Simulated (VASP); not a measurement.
# AlFeC4N4 (P-43m) in VASP: notebook

AlFeC4N4 is run at these levels: PBE; tasks: single point.

All numbers are computed with VASP 6.6.1; they aren't measurements. Logs are shortened: lines on timing, memory, paths and dates and some standing lists are left out, and cuts for length are marked.

### Step 1. The cell of the first run

Symmetry: P-43m, No. 215, cubic system. Conventional cell: a = 5.699 Å, b = 5.699 Å, c = 5.699 Å, α = 90.00°, β = 90.00°, γ = 90.00°. Within 2.4 Å of Al (site symmetry -43m) lie 4 N at 1.84 Å. Within 2.5 Å of Fe (site symmetry -43m) lie 4 C at 1.91 Å. Within 1.6 Å of C (site symmetry 3m) lie 1 N at 1.18 Å. N (site symmetry 3m) has 1 C at 1.18 Å within 1.6 Å.

### Step 2. Single point, PBE, collinear spin, ferromagnetic start

The input, INCAR:

```
  ALGO = Normal
  EDIFF = 1E-6
  ENCUT = 520
  GGA = PE
  ISIF = 2
  ISMEAR = 0
  ISPIN = 2
  LASPH = T
  LCHARG = F
  LMAXMIX = 4
  LORBIT = 11
  LREAL = F
  LWAVE = F
  MAGMOM = 0 4 0 0 0 0 0 0 0 0
  NBANDS = 38
  NELM = 150
  PREC = Accurate
  SIGMA = 0.1
```

The input, KPOINTS:

```
k-points
0
Gamma
  4 4 4
```

The input, POSCAR:

```
AlFeC4N4
1.0
    5.6990048826      0.0000000000      0.0000000000
    0.0000000000      5.6990048826      0.0000000000
    0.0000000000      0.0000000000      5.6990048826
Al Fe C N
1 1 4 4
Direct
    0.5000000000      0.5000000000      0.5000000000
    0.0000000000      0.0000000000      0.0000000000
    0.1936971931      0.1936971931      0.1936971931
    0.1936971931      0.8063028069      0.8063028069
    0.8063028069      0.1936971931      0.8063028069
    0.8063028069      0.8063028069      0.1936971931
    0.3132477712      0.3132477712      0.3132477712
    0.3132477712      0.6867522288      0.6867522288
    0.6867522288      0.3132477712      0.6867522288
    0.6867522288      0.6867522288      0.3132477712
```

Potentials or basis: VASP PAW PBE potentials, release 64 (Al, Fe, C, N).

On the command line:

```
cat potpaw_PBE.64/Al/POTCAR potpaw_PBE.64/Fe/POTCAR potpaw_PBE.64/C/POTCAR potpaw_PBE.64/N/POTCAR > POTCAR
mpirun -np 1 vasp_std > vasp.out
```

OUTCAR:

```text
EDIFF = 1E-6
   ENCUT = 520
   GGA = PE
   ISIF = 2
   ISMEAR = 0
   ISPIN = 2
   LASPH = T
   LORBIT = 11
   LREAL = F
   NELM = 150
   PREC = Accurate

 ion  position               nearest neighbor table
   1  0.500  0.500  0.500-   7 1.84   8 1.84   9 1.84  10 1.84
   2  0.000  0.000  0.000-   3 1.91   4 1.91   5 1.91   6 1.91
   3  0.194  0.194  0.194-   7 1.18   2 1.91
   4  0.194  0.806  0.806-   8 1.18   2 1.91
   5  0.806  0.194  0.806-   9 1.18   2 1.91
   6  0.806  0.806  0.194-  10 1.18   2 1.91
   7  0.313  0.313  0.313-   3 1.18   1 1.84
   8  0.313  0.687  0.687-   4 1.18   1 1.84
   9  0.687  0.313  0.687-   5 1.18   1 1.84
  10  0.687  0.687  0.313-   6 1.18   1 1.84

  LATTYP: Found a simple cubic cell.
 ALAT       =     5.6990048826

  Lattice vectors:

 A1 = (   5.6990048826,   0.0000000000,   0.0000000000)
 A2 = (   0.0000000000,   5.6990048826,   0.0000000000)
 A3 = (   0.0000000000,   0.0000000000,   5.6990048826)

Analysis of symmetry for initial positions (statically):
=====================================================================
 Subroutine PRICEL returns:
 Original cell was already a primitive cell.

 Routine SETGRP: Setting up the symmetry group for a
 simple cubic supercell.

 Subroutine GETGRP returns: Found 24 space group operations
 (whereof 24 operations were pure point group operations)
 out of a pool of 48 trial point group operations.

The static configuration has the point symmetry T_d .

Analysis of symmetry for dynamics (positions and initial velocities):
=====================================================================
 Subroutine PRICEL returns:
 Original cell was already a primitive cell.

 Routine SETGRP: Setting up the symmetry group for a
 simple cubic supercell.

 Subroutine GETGRP returns: Found 24 space group operations
 (whereof 24 operations were pure point group operations)
 out of a pool of 48 trial point group operations.

The dynamic configuration has the point symmetry T_d .

Analysis of structural, dynamic, and magnetic symmetry:
=====================================================================
 Subroutine PRICEL returns:
 Original cell was already a primitive cell.

 Routine SETGRP: Setting up the symmetry group for a
 simple cubic supercell.

 Subroutine GETGRP returns: Found 24 space group operations
 (whereof 24 operations were pure point group operations)
 out of a pool of 48 trial point group operations.

The overall configuration has the point symmetry T_d .

 Subroutine INISYM returns: Found 24 space group operations
 (whereof 24 operations are pure point group operations),
 and found     1 'primitive' translations

----------------------------------------------------------------------------------------

                                     Primitive cell

  volume of cell :     185.0960

  direct lattice vectors                    reciprocal lattice vectors
     5.699004883  0.000000000  0.000000000     0.175469230  0.000000000  0.000000000
     0.000000000  5.699004883  0.000000000     0.000000000  0.175469230  0.000000000
     0.000000000  0.000000000  5.699004883     0.000000000  0.000000000  0.175469230

  length of vectors
     5.699004883  5.699004883  5.699004883     0.175469230  0.175469230  0.175469230

  position of ions in fractional coordinates (direct lattice)
     0.500000000  0.500000000  0.500000000
     0.000000000  0.000000000  0.000000000
     0.193697193  0.193697193  0.193697193
     0.193697193  0.806302807  0.806302807
     0.806302807  0.193697193  0.806302807
     0.806302807  0.806302807  0.193697193
     0.313247771  0.313247771  0.313247771
     0.313247771  0.686752229  0.686752229
     0.686752229  0.313247771  0.686752229
     0.686752229  0.686752229  0.313247771

  ion indices of the primitive-cell ions
   primitive index   ion index
                 1           1
                 2           2
                 3           3
                 4           4
                 5           5
                 6           6
                 7           7
[... 45 lines left out ...]
 cond. band min:       0.6612690372   @ k =   0.0000   0.0000   0.0000
 fundamental gap:      0.7799697307
 Fermi energy:         0.2720841783

 spin component 1

 k-point     1 :       0.0000    0.0000    0.0000
  band No.  band energies     occupation
      1     -18.4466      1.00000
      2     -18.1945      1.00000
      3     -18.1945      1.00000
      4     -18.1945      1.00000
      5     -10.2167      1.00000
      6      -8.1925      1.00000
[... 369 lines left out ...]
     34       6.8546      0.00000
     35       6.8546      0.00000
 Fermi energy:         0.2720841783

 spin component 2

 k-point     1 :       0.0000    0.0000    0.0000
  band No.  band energies     occupation
      1     -18.3705      1.00000
      2     -18.1200      1.00000
      3     -18.1200      1.00000
      4     -18.1200      1.00000
      5     -10.1471      1.00000
      6      -8.0986      1.00000
[... 369 lines left out ...]
     34       7.0362      0.00000
     35       7.0363      0.00000
 [bands above 35 left out]

------------------------ aborting loop because EDIFF is reached ----------------------------------------

  FORCE on cell =-STRESS in cart. coord.  units (eV):
  Direction    XX          YY          ZZ          XY          YZ          ZX
  --------------------------------------------------------------------------------------
  -------------------------------------------------------------------------------------
  Total        0.1295510      0.1295510      0.1295510      0.0000000     -0.0000000     -0.0000000
  in kB        1.1213841      1.1213841      1.1213841      0.0000000     -0.0000000     -0.0000000
  external PRESSURE =       1.1213841 kB  Pullay stress =       0.0000000 kB

 VOLUME and BASIS-vectors are now :
 -----------------------------------------------------------------------------
  energy-cutoff  :      520.00
  volume of cell :      185.10
      direct lattice vectors                 reciprocal lattice vectors
     5.699004883  0.000000000  0.000000000     0.175469230  0.000000000  0.000000000
     0.000000000  5.699004883  0.000000000     0.000000000  0.175469230  0.000000000
     0.000000000  0.000000000  5.699004883     0.000000000  0.000000000  0.175469230

 POSITION                                       TOTAL-FORCE (eV/Angst)
 -----------------------------------------------------------------------------------
      2.84950      2.84950      2.84950         0.000000      0.000000     -0.000000
      0.00000      0.00000      0.00000        -0.000000      0.000000      0.000000
      1.10388      1.10388      1.10388        -0.175324     -0.175324     -0.175324
      1.10388      4.59512      4.59512        -0.175324      0.175324      0.175324
      4.59512      1.10388      4.59512         0.175324     -0.175324      0.175324
      4.59512      4.59512      1.10388         0.175324      0.175324     -0.175324
      1.78520      1.78520      1.78520         0.204136      0.204136      0.204136
      1.78520      3.91380      3.91380         0.204136     -0.204136     -0.204136
      3.91380      1.78520      3.91380        -0.204136      0.204136     -0.204136
      3.91380      3.91380      1.78520        -0.204136     -0.204136      0.204136
 -----------------------------------------------------------------------------------
    total drift:                               -0.000000     -0.000000     -0.000000

  FREE ENERGIE OF THE ION-ELECTRON SYSTEM (eV)
  ---------------------------------------------------
  free  energy   TOTEN  =       -81.5507434188 eV

  energy  without entropy=      -81.5507434181  energy(sigma->0) =      -81.55074342

 total charge

# of ion       s       p       d       tot
------------------------------------------
    1        0.334   0.423   0.000   0.757
    2        0.480   0.718   6.283   7.481
    3        0.965   1.578   0.000   2.543
    4        0.965   1.578   0.000   2.543
    5        0.965   1.578   0.000   2.543
    6        0.965   1.578   0.000   2.543
    7        1.286   2.681   0.000   3.967
    8        1.286   2.681   0.000   3.967
    9        1.286   2.681   0.000   3.967
   10        1.286   2.681   0.000   3.967
--------------------------------------------------
tot          9.819  18.175   6.283  34.277

 magnetization (x)

# of ion       s       p       d       tot
------------------------------------------
    1        0.000   0.001   0.000   0.001
    2        0.014   0.151   2.081   2.246
    3        0.002  -0.006   0.000  -0.004
    4        0.002  -0.006   0.000  -0.004
    5        0.002  -0.006   0.000  -0.004
    6        0.002  -0.006   0.000  -0.004
    7        0.004   0.053   0.000   0.057
    8        0.004   0.053   0.000   0.057
    9        0.004   0.053   0.000   0.057
   10        0.004   0.053   0.000   0.057
--------------------------------------------------
tot          0.037   0.340   2.081   2.459
```

Wall time 80 s (1 thread of Intel Xeon 6975P-C (Granite Rapids), shared host); peak memory 0.38 GiB.

What came out:

```yaml
Free_energy: -81.5507 eV
Pressure: 0.1 GPa
Largest_force: 0.354 eV/Å
Band_gap_on_the_k_mesh: 0.78 eV (least direct gap 0.98 eV)
Net_moment: 3.00 μB per cell
Site_moments: Al +0.00; Fe +2.25; C -0.00; N +0.06 μB
Valence_electrons_inside_the_program's_atomic_spheres: Al 0.76; Fe 7.48; C 2.54; N 3.97
```

Forces in eV/Å, atoms in the order of the input:
```
Al   0.000  0.000  0.000
Fe   0.000  0.000  0.000
C   -0.175 -0.175 -0.175
C   -0.175  0.175  0.175
C    0.175 -0.175  0.175
C    0.175  0.175 -0.175
N    0.204  0.204  0.204
N    0.204 -0.204 -0.204
N   -0.204  0.204 -0.204
N   -0.204 -0.204  0.204
```

Levels at points of the mesh, in eV from the valence-band top:
Spin up:
```tsv
k point	band 22	band 23	band 24	band 25	band 26	band 27	band 28	band 29
(0.00, 0.00, 0.00)	-1.28	-0.83	-0.83	-0.83	3.21	3.21	3.21	3.79
(0.50, 0.00, 0.00)	-1.11	-0.69	-0.50	-0.50	3.13	3.13	3.51	3.54
(0.50, 0.50, 0.00)	-1.13	-0.64	-0.45	-0.45	3.42	3.50	3.50	3.55
(0.50, 0.50, 0.50)	-1.28	-0.68	-0.68	-0.68	3.58	3.58	3.58	3.93
```
Spin down:
| k point | band 20 | band 21 | band 22 | band 23 | band 24 | band 25 |
| --- | --- | --- | --- | --- | --- | --- |
| (0.00, 0.00, 0.00) | -3.86 | -0.20 | -0.20 | 0.78 | 0.78 | 0.78 |
| (0.50, 0.00, 0.00) | -3.94 | -0.24 | 0.00 | 1.03 | 1.27 | 1.27 |
| (0.50, 0.50, 0.00) | -3.95 | -0.24 | -0.02 | 1.16 | 1.38 | 1.38 |
| (0.50, 0.50, 0.50) | -3.70 | -0.21 | -0.20 | 1.08 | 1.08 | 1.08 |

Caveat: a cell with one magnetic atom can't hold antiferromagnetic order, which such compounds often take.

### Step 3. Single point, PBE, collinear spin, ferromagnetic start

This run uses another cell than the first one, of 20.07 Å³/atom.

The input, INCAR:

```
SYSTEM = AlFeC4N4
PREC = Accurate
ENCUT = 520
EDIFF = 1E-6
ISMEAR = 0
SIGMA = 0.1
LREAL = .FALSE.
LASPH = .TRUE.
NELM = 150
ALGO = Normal
ISIF = 2
LWAVE = .FALSE.
LCHARG = .FALSE.
ISPIN = 2
MAGMOM = 0 4 0 0 0 0 0 0 0 0
LORBIT = 11
LMAXMIX = 4
GGA = PE
NBANDS = 38
```

The input, KPOINTS:

```
regular mesh
0
G
  4 4 4
  0 0 0
```

The input, POSCAR:

```
AlFeC4N4
1.0
    5.8549090800      0.0000000000      0.0000000000
    0.0000000000      5.8549090800      0.0000000000
    0.0000000000      0.0000000000      5.8549090800
Al Fe C N
1 1 4 4
Direct
    0.5000000000      0.5000000000      0.5000000000
    0.0000000000      0.0000000000      0.0000000000
    0.1911054100      0.1911054100      0.1911054100
    0.1911054100      0.8088945900      0.8088945900
    0.8088945900      0.1911054100      0.8088945900
    0.8088945900      0.8088945900      0.1911054100
    0.3064786500      0.3064786500      0.3064786500
    0.3064786500      0.6935213500      0.6935213500
    0.6935213500      0.3064786500      0.6935213500
    0.6935213500      0.6935213500      0.3064786500
```

Potentials or basis: VASP PAW PBE potentials, release 64 (Al, Fe, C, N).

On the command line:

```
cat potpaw_PBE.64/Al/POTCAR potpaw_PBE.64/Fe/POTCAR potpaw_PBE.64/C/POTCAR potpaw_PBE.64/N/POTCAR > POTCAR
mpirun -np 1 vasp_std > vasp.out
```

Run time: 2 min. Hardware: 1 thread of Intel Xeon 6975P-C (Granite Rapids), shared host; peak memory 0.47 GiB.

It converged, with:

| Quantity | Value |
| --- | --- |
| Free energy | -81.0056 eV |
| Pressure | -2.8 GPa |
| Largest force | 3.160 eV/Å |
| Band gap on the k mesh | 0.81 eV (least direct gap 0.96 eV) |
| Net moment | 3.00 μB per cell |
| Site moments | Al +0.00; Fe +2.31; C -0.01; N +0.05 μB |
| Valence electrons inside the program's atomic spheres | Al 0.63; Fe 7.39; C 2.56; N 3.94 |

Forces in eV/Å, atoms in the order of the input:
```
Al   0.000  0.000  0.000
Fe   0.000  0.000  0.000
C   -0.886 -0.886 -0.886
C   -0.886  0.886  0.886
C    0.886 -0.886  0.886
C    0.886  0.886 -0.886
N    1.824  1.824  1.824
N    1.824 -1.824 -1.824
N   -1.824  1.824 -1.824
N   -1.824 -1.824  1.824
```

Levels at points of the mesh, in eV from the valence-band top:
Spin up:
```tsv
k point	band 23	band 24	band 25	band 26	band 27	band 28
(0.00, 0.00, 0.00)	-0.88	-0.88	-0.88	3.03	3.03	3.03
(0.50, 0.00, 0.00)	-0.77	-0.61	-0.61	2.97	2.97	3.37
(0.50, 0.50, 0.00)	-0.73	-0.57	-0.57	3.28	3.34	3.34
(0.50, 0.50, 0.50)	-0.75	-0.75	-0.75	3.44	3.44	3.44
```
Spin down:
```csv
k point,band 19,band 20,band 21,band 22,band 23,band 24,band 25,band 26
"(0.00, 0.00, 0.00)",-4.11,-4.11,-0.15,-0.15,0.81,0.81,0.81,3.96
"(0.50, 0.00, 0.00)",-4.17,-4.17,-0.20,0.00,1.06,1.25,1.25,3.38
"(0.50, 0.50, 0.00)",-4.19,-4.19,-0.19,-0.02,1.18,1.35,1.36,3.50
"(0.50, 0.50, 0.50)",-3.98,-3.98,-0.15,-0.15,1.10,1.10,1.10,4.15
```

Caveat: a cell with one magnetic atom can't hold antiferromagnetic order, which such compounds often take; forces of over 1 eV/Å act on the atoms, so gaps and moduli don't describe the material at rest. A k mesh can miss the band edges.

### Step 4. Single point, PBE, collinear spin, ferromagnetic start

This run uses another cell than the first one, of 18.41 Å³/atom.

The input, INCAR:

```
SYSTEM = AlFeC4N4
PREC     = Accurate       ! precision mode
ENCUT    = 520            ! plane-wave cutoff, eV
EDIFF    = 1E-7           ! SCF threshold, eV
ISMEAR   = 0              ! smearing method
SIGMA    = 0.02           ! smearing width, eV
LREAL    = .False.        ! projectors in reciprocal space
LASPH    = .True.         ! aspherical terms in the spheres
NELM     = 150            ! most SCF steps
ALGO     = Normal         ! electronic algorithm
ISIF     = 2              ! what is computed and relaxed
LWAVE    = .False.        ! write WAVECAR
LCHARG   = .True.         ! write CHGCAR
ISPIN    = 2              ! spin polarisation
MAGMOM   = 0 2.11 0 0 0 0 0 0 0 0 ! initial moments
LORBIT   = 11             ! projections on sites
LMAXMIX  = 4              ! l up to which the mixer works
GGA      = PE             ! functional
LELF     = .True.         ! ELF
LVHAR    = .True.       
NBANDS   = 38             ! bands
```

The input, KPOINTS:

```
Automatic mesh
0
Gamma
  6 6 6
  0 0 0
```

The input, POSCAR:

```
AlFeC4N4
1.0
    5.6887084230      0.0000000000      0.0000000000
    0.0000000000      5.6887084230      0.0000000000
    0.0000000000      0.0000000000      5.6887084230
Al Fe C N
1 1 4 4
Direct
    0.5000000000      0.5000000000      0.5000000000
    0.0000000000      0.0000000000      0.0000000000
    0.1933531798      0.1933531798      0.1933531798
    0.1933531798      0.8066468202      0.8066468202
    0.8066468202      0.1933531798      0.8066468202
    0.8066468202      0.8066468202      0.1933531798
    0.3131176421      0.3131176421      0.3131176421
    0.3131176421      0.6868823579      0.6868823579
    0.6868823579      0.3131176421      0.6868823579
    0.6868823579      0.6868823579      0.3131176421
```

On the command line:

```
cat potpaw_PBE.64/Al/POTCAR potpaw_PBE.64/Fe/POTCAR potpaw_PBE.64/C/POTCAR potpaw_PBE.64/N/POTCAR > POTCAR
mpirun -np 1 vasp_std > vasp.out
```

It took 2.9 min on 1 thread of Intel Xeon 6975P-C (Granite Rapids), shared host; peak memory 0.46 GiB.

Results (log left out):

* Free energy: -81.5508 eV
* Pressure: 0.4 GPa
* Largest force: 0.335 eV/Å
* Band gap on the k mesh: 0.78 eV (least direct gap 0.99 eV)
* Net moment: 3.00 μB per cell
* Site moments: Al +0.00; Fe +2.23; C -0.00; N +0.06 μB
* Valence electrons inside the program's atomic spheres: Al 0.76; Fe 7.51; C 2.54; N 3.97

Forces in eV/Å, atoms in the order of the input:
```
Al   0.000  0.000  0.000
Fe   0.000  0.000  0.000
C   -0.146 -0.146 -0.146
C   -0.146  0.146  0.146
C    0.146 -0.146  0.146
C    0.146  0.146 -0.146
N    0.193  0.193  0.193
N    0.193 -0.193 -0.193
N   -0.193  0.193 -0.193
N   -0.193 -0.193  0.193
```

Levels at points of the mesh, in eV from the valence-band top:
Spin up:
| k point | band 23 | band 24 | band 25 | band 26 | band 27 | band 28 |
| --- | --- | --- | --- | --- | --- | --- |
| (0.00, 0.00, 0.00) | -0.81 | -0.81 | -0.81 | 3.25 | 3.25 | 3.25 |
| (0.50, 0.00, 0.00) | -0.67 | -0.47 | -0.47 | 3.16 | 3.16 | 3.55 |
| (0.50, 0.50, 0.00) | -0.62 | -0.42 | -0.42 | 3.46 | 3.53 | 3.53 |
| (0.50, 0.50, 0.50) | -0.65 | -0.65 | -0.65 | 3.62 | 3.62 | 3.62 |
Spin down:
```tsv
k point	band 20	band 21	band 22	band 23	band 24	band 25
(0.00, 0.00, 0.00)	-3.83	-0.21	-0.21	0.78	0.78	0.78
(0.50, 0.00, 0.00)	-3.91	-0.25	0.00	1.03	1.27	1.27
(0.50, 0.50, 0.00)	-3.93	-0.24	-0.02	1.16	1.39	1.39
(0.50, 0.50, 0.50)	-3.67	-0.21	-0.21	1.09	1.09	1.09
```

Caveat: a cell with one magnetic atom can't hold antiferromagnetic order, which such compounds often take. A k mesh can miss the band edges.

### Step 5. The runs side by side

```tsv
cell	k mesh	smearing	gap on the mesh (eV)	pressure (GPa)	moment (μB)	largest force (eV/Å)
a = 5.699 Å, 10 atoms, atomic positions A	4 × 4 × 4	gaussian 0.1 eV	0.78	0.1	3.00	0.35
a = 5.855 Å, 10 atoms, atomic positions B	4 × 4 × 4	gaussian 0.1 eV	0.81	-2.8	3.00	3.16
a = 5.689 Å, 10 atoms, atomic positions C	6 × 6 × 6	gaussian 0.02 eV	0.78	0.4	3.00	0.33
```

Alike in all rows: task single point; level PBE; potentials or basis VASP PAW PBE potentials, release 64 (Al, Fe, C, N); spin collinear, ferromagnetic start; cutoff (eV) 520.

Caveats: a cell with one magnetic atom can't hold antiferromagnetic order, which such compounds often take; forces of over 1 eV/Å act on the atoms, so gaps and moduli don't describe the material at rest (at least some runs).

Total energies depend on the potentials used, so only differences within one code and one set of settings carry meaning.
